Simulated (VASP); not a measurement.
# SnTe (P1) in VASP: a series of runs, part 2 of 2

VASP 6.6.1.

## 4. Single point, PBEsol

This run uses another cell than the first one, of 47.17 Å³/atom, 0.995 times its volume.

File INCAR:

```
SYSTEM = SnTe
PREC = Accurate
ENCUT = 520
EDIFF = 1E-7
ISMEAR = 0
SIGMA = 0.01
LREAL = .False.
LASPH = .True.
NELM = 80
ALGO = Normal
ISIF = 2
LWAVE = .False.
LCHARG = .False.
GGA = PS
NBANDS = 17
```

File KPOINTS:

```
Automatic mesh
0
Gamma
  3 3 3
  0 0 0
```

File POSCAR:

```
SnTe
1.0
   -0.0123193990      3.5849650640      3.5743328436
    3.6325954144     -0.0264956927      3.5885091374
    3.6333341790      3.5998801224     -0.0272344573
Sn Te
1 1
Direct
    0.9957800000      0.0009800000      0.0052100000
    0.7561500000      0.7474000000      0.7507500000
```

Potentials or basis: VASP PAW PBE potentials, release 64 (Sn_d, Te).

On the command line:

```console
cat potpaw_PBE.64/Sn_d/POTCAR potpaw_PBE.64/Te/POTCAR > POTCAR
mpirun -np 1 vasp_std > vasp.out
```

OUTCAR:

```text
SYSTEM = SnTe
   PREC = Accurate
   ENCUT = 520
   EDIFF = 1E-7
   ISMEAR = 0
   LREAL = .False.
   LASPH = .True.
   NELM = 80
   ISIF = 2
   GGA = PS

 ion  position               nearest neighbor table
   1  0.996  0.001  0.005-   2 3.10   2 3.12   2 3.13   2 3.17
   2  0.756  0.747  0.751-   1 3.10   1 3.12   1 3.13   1 3.17

  LATTYP: Found a triclinic cell.
 ALAT       =     8.8711076040
 B/A-ratio  =     0.5772624508
 C/A-ratio  =     0.8204465828
 COS(alpha) =     0.0002842948
 COS(beta)  =     0.4090921630
 COS(gamma) =     0.8668528368

  Lattice vectors:

 A1 = (  -3.6340729436,  -7.2262559375,   3.6429780520)
 A2 = (  -0.0007387646,  -3.6263758151,   3.6157435947)
 A3 = (  -7.2782489924,   0.0115806343,   0.0130581635)

Analysis of symmetry for initial positions (statically):
=====================================================================
 Subroutine PRICEL returns:
 Original cell was already a primitive cell.

 Routine SETGRP: Setting up the symmetry group for a
 triclinic supercell.

 Subroutine GETGRP returns: Found  1 space group operations
 (whereof  1 operations were pure point group operations)
 out of a pool of  2 trial point group operations.

The static configuration has the point symmetry C_1 .

Analysis of symmetry for dynamics (positions and initial velocities):
=====================================================================
 Subroutine PRICEL returns:
 Original cell was already a primitive cell.

 Routine SETGRP: Setting up the symmetry group for a
 triclinic supercell.

 Subroutine GETGRP returns: Found  1 space group operations
 (whereof  1 operations were pure point group operations)
 out of a pool of  2 trial point group operations.

The dynamic configuration has the point symmetry C_1 .

 Subroutine INISYM returns: Found  1 space group operations
 (whereof  1 operations are pure point group operations),
 and found     1 'primitive' translations
[... 100 lines left out ...]
   EFERMI_NEDOS =   21; number of points for ismear=-14 and -15
   IALGO  =     38    algorithm
   IMIX   =      4    mixing-type and parameters
     AMIX     =   0.40;   BMIX     =  1.00
     AMIX_MAG =   1.60;   BMIX_MAG =  1.00
  volume/ion in A,a.u.               =      47.17       318.32
  Fermi-wavevector in a.u.,A,eV,Ry     =   0.976154  1.844663 12.964672  0.952877
  Thomas-Fermi vector in A             =   2.106750
   LORBIT       =      0    0 simple, 1 ext, 2 COOP (PROOUT), +10 PAW based schemes
   GGA     = PS    functional components
   LHFCALC =     F    Hartree Fock is set to
   AEXX    =    0.0000 exact exchange contribution
   IVDW    =     0    specifies the selected vdW correction
   LEPSILON=     F    determine dielectric tensor
   LRPA    =     F    only Hartree local field effects (RPA)
 non-spin polarized calculation
 Gauss-broadening in eV      SIGMA  =   0.01
  energy-cutoff  :      520.00
  volume of cell :       94.34
 maximum number of plane-waves:      2583
 NGX is ok and might be reduce to    40
   NGX = 19   NGY = 19   NGZ = 19

 number of electron      20.0000002 magnetization

 Free energy of the ion-electron system (eV)
  ---------------------------------------------------
  ext. energy  EPLUGINS =         0.00000000
  ---------------------------------------------------
  free energy    TOTEN  =        -7.71703428 eV

  energy without entropy =       -7.71703428  energy(sigma->0) =       -7.71703428

 E-fermi :   2.5227     XC(G=0):  -7.6519

 val. band max:        2.4697761380   @ k =  -0.0000  -0.3333   0.3333
 cond. band min:       3.1741061326   @ k =   0.3333   0.3333   0.0000
 fundamental gap:      0.7043299945
 Fermi energy:         2.5226744459

 k-point     1 :       0.0000    0.0000    0.0000
  band No.  band energies     occupation
      1     -18.7116      2.00000
      2     -18.7095      2.00000
      3     -18.7087      2.00000
      4     -18.7000      2.00000
      5     -18.6991      2.00000
      6      -8.5766      2.00000
[... 257 lines left out ...]
      4     -18.6998      2.00000
      5     -18.6987      2.00000
      6      -7.8772      2.00000
[... 9 lines left out ...]
     16      10.1778      0.00000
     17      11.8972      0.00000

------------------------ aborting loop because EDIFF is reached ----------------------------------------

  FORCE on cell =-STRESS in cart. coord.  units (eV):
  Direction    XX          YY          ZZ          XY          YZ          ZX
  --------------------------------------------------------------------------------------
  -------------------------------------------------------------------------------------
  Total       -1.3451671     -1.3043231     -1.2930466      0.0645629     -0.0336890      0.0578734
  in kB      -22.8447948    -22.1511464    -21.9596394      1.0964632     -0.5721360      0.9828557
  external PRESSURE =     -22.3185269 kB  Pullay stress =       0.0000000 kB

 VOLUME and BASIS-vectors are now :
 -----------------------------------------------------------------------------
  energy-cutoff  :      520.00
  volume of cell :       94.34
      direct lattice vectors                 reciprocal lattice vectors
    -0.012319399  3.584965064  3.574332844    -0.136923593  0.139252422  0.139633923
     3.632595414 -0.026495693  3.588509137     0.137425213 -0.137654232  0.138537353
     3.633334179  3.599880122 -0.027234457     0.137367762  0.138098401 -0.138035733

 POSITION                                       TOTAL-FORCE (eV/Angst)
 -----------------------------------------------------------------------------------
      0.01022      3.58857      3.56262        -0.031185      0.050267      0.056474
      5.43341      5.39358      5.36434         0.031185     -0.050267     -0.056474
 -----------------------------------------------------------------------------------
    total drift:                                0.000056     -0.000193      0.000111

  FREE ENERGIE OF THE ION-ELECTRON SYSTEM (eV)
  ---------------------------------------------------
  free  energy   TOTEN  =        -7.7170342808 eV

  energy  without entropy=       -7.7170342808  energy(sigma->0) =       -7.71703428
```

OSZICAR:

```text
N       E                     dE             d eps       ncg     rms          rms(c)
DAV:   1     0.124304645477E+03    0.12430E+03   -0.92577E+03   484   0.118E+03
DAV:   2     0.446806992790E+01   -0.11984E+03   -0.11734E+03   509   0.304E+02
DAV:   3    -0.746798182681E+01   -0.11936E+02   -0.11883E+02   615   0.904E+01
DAV:   4    -0.782999831596E+01   -0.36202E+00   -0.36187E+00   541   0.167E+01
DAV:   5    -0.784557100943E+01   -0.15573E-01   -0.15572E-01   675   0.338E+00    0.434E+00
DAV:   6    -0.772057767707E+01    0.12499E+00   -0.32241E-01   607   0.302E+00    0.280E+00
DAV:   7    -0.771645048915E+01    0.41272E-02   -0.69427E-02   495   0.106E+00    0.994E-01
DAV:   8    -0.771650134488E+01   -0.50856E-04   -0.79023E-03   518   0.611E-01    0.199E-01
DAV:   9    -0.771683487448E+01   -0.33353E-03   -0.16470E-03   516   0.250E-01    0.542E-02
DAV:  10    -0.771692817377E+01   -0.93299E-04   -0.24325E-04   545   0.915E-02    0.331E-02
DAV:  11    -0.771703256045E+01   -0.10439E-03   -0.19027E-04   500   0.642E-02    0.337E-02
DAV:  12    -0.771703314338E+01   -0.58294E-06   -0.59649E-06   572   0.144E-02    0.170E-02
DAV:  13    -0.771703421292E+01   -0.10695E-05   -0.37326E-06   510   0.921E-03    0.416E-03
DAV:  14    -0.771703428081E+01   -0.67889E-07   -0.20422E-07   572   0.375E-03
   1 F= -.77170343E+01 E0= -.77170343E+01  d E =-.294123E-15
```

stdout:

```text
POSCAR found type information on POSCAR SnTe
 POSCAR found :  2 types and       2 ions
 scaLAPACK will be used
 -----------------------------------------------------------------------------
|                                                                             |
|                                                                             |
|     You enforced a specific xc type in the INCAR file but a different       |
|     I HOPE YOU KNOW WHAT YOU ARE DOING!                                     |
|                                                                             |
 -----------------------------------------------------------------------------

 LDA part: xc-table for (Slater+PW92), standard interpolation
 POSCAR, INCAR and KPOINTS ok, starting setup
 FFT: planning ... GRIDC
 FFT: planning ... GRID_SOFT
 FFT: planning ... GRID
 WAVECAR not read
 entering main loop
```

Run time: 32 s. Hardware: 1 thread of Intel Xeon Platinum 8259CL at 2.50GHz (Skylake/Cascade Lake), shared host; peak memory 0.23 GiB.

What came out:

```yaml
Free_energy: -7.7170 eV
Pressure: -2.2 GPa
Largest_force: 0.082 eV/Å
Band_gap_on_the_k_mesh: 0.70 eV, indirect (least direct gap 0.95 eV)
```

Forces in eV/Å, atoms in the order of the input:
```
Sn  -0.031  0.050  0.056
Te   0.031 -0.050 -0.056
```

Levels at points of the mesh, in eV from the valence-band top:
| k point | band 7 | band 8 | band 9 | band 10 | band 11 | band 12 | band 13 | band 14 |
| --- | --- | --- | --- | --- | --- | --- | --- | --- |
| (0.00, 0.00, 0.00) | -4.70 | -1.49 | -1.45 | -1.32 | 1.46 | 1.52 | 1.60 | 4.49 |

Caveat: the k points lie up to 0.50 Å⁻¹ apart; the PAW data sets were made with another functional, which shifts forces and pressure a little; spin-orbit coupling is left out, which moves the levels of the heavy elements.

## 5. The runs side by side

```csv
cell,gap on the mesh (eV),pressure (GPa),largest force (eV/Å)
"a = 5.071, b = 5.115, c = 5.123 Å, angles 60.1, 60.5, 60.6°, 2 atoms",0.72,-2.3,0.11
"a = 5.079, b = 5.123, c = 5.132 Å, angles 60.1, 60.5, 60.6°, 2 atoms",0.72,-2.4,0.08
"a = 5.062, b = 5.106, c = 5.115 Å, angles 60.1, 60.5, 60.6°, 2 atoms",0.70,-2.2,0.08
```

Alike in all rows: task single point; level PBEsol; potentials or basis VASP PAW PBE potentials, release 64 (Sn_d, Te); no spin polarisation; k mesh 3 × 3 × 3; cutoff (eV) 520; smearing gaussian 0.01 eV.

Caveats: all runs use coarse meshes; the PAW data sets were made with another functional, which shifts forces and pressure a little; spin-orbit coupling is left out, which moves the levels of the heavy elements.

Total energies depend on the potentials used, so only differences within one code and one set of settings carry meaning.
